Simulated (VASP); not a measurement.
Here is a VASP 6.6.1 calculation.

INCAR

```
PREC     = Accurate       # precision mode
ENCUT    = 520            # plane-wave cutoff, eV
EDIFF    = 1E-6           # SCF threshold, eV
ISMEAR   = 0              # smearing method
SIGMA    = 0.05           # smearing width, eV
LREAL    = Auto         
LASPH    = T              # aspherical terms in the spheres
NELM     = 80             # most SCF steps
ALGO     = Normal         # electronic algorithm
ISIF     = 2              # what is computed and relaxed
LWAVE    = F              # write WAVECAR
LCHARG   = F              # write CHGCAR
LDIPOL   = T            
IDIPOL   = 3            
DIPOL    = 0.5 0.5 0.409
GGA      = PE             # functional
IVDW     = 12             # dispersion correction
NBANDS   = 46             # bands
```

KPOINTS

```
regular mesh
0
Gamma
  2 3 1
```

Contents of POSCAR:

```
AlAs
1.0
    8.0103882437      0.0000000000      0.0000000000
    0.0000000000      5.6641998470      0.0000000000
    0.0000000000      0.0000000000     26.8971911828
Al As
8 8
Direct
    0.2500000000      0.5000000000      0.2974288261
    0.7500000000      0.5000000000      0.2974288261
    0.5000000000      0.0000000000      0.3718825878
    0.0000000000      0.0000000000      0.3718825878
    0.7514029992      0.5047869261      0.4504351233
    0.2504884222      0.5007692334      0.4491931459
    0.0020667266     -0.0708617399      0.5047859447
    0.5018558605     -0.0722579222      0.5037465804
    0.5000000000      0.2500000000      0.2974288261
    0.0000000000      0.2500000000      0.2974288261
    0.7500000000      0.7500000000      0.3718825878
    0.2500000000      0.7500000000      0.3718825878
    0.0002115977      0.2534990504      0.4468422506
    0.5016824683      0.2550424103      0.4466879454
    0.2526540627      0.7151099303      0.5283676533
    0.7513524716      0.7202026624      0.5301515732
```

Potentials or basis: VASP PAW PBE potentials, release 64 (Al, As).

Run with:

```sh
$ cat potpaw_PBE.64/Al/POTCAR potpaw_PBE.64/As/POTCAR > POTCAR
$ mpirun -np 1 vasp_std > vasp.out
```

(1) Predict the dispersion energy per atom.

(2) What does it give for the largest force?

(3) Predict the band gap on the k mesh.

Results:

(1) -0.225 eV.

(2) 1.704 eV/Å.

(3) 1.02 eV.
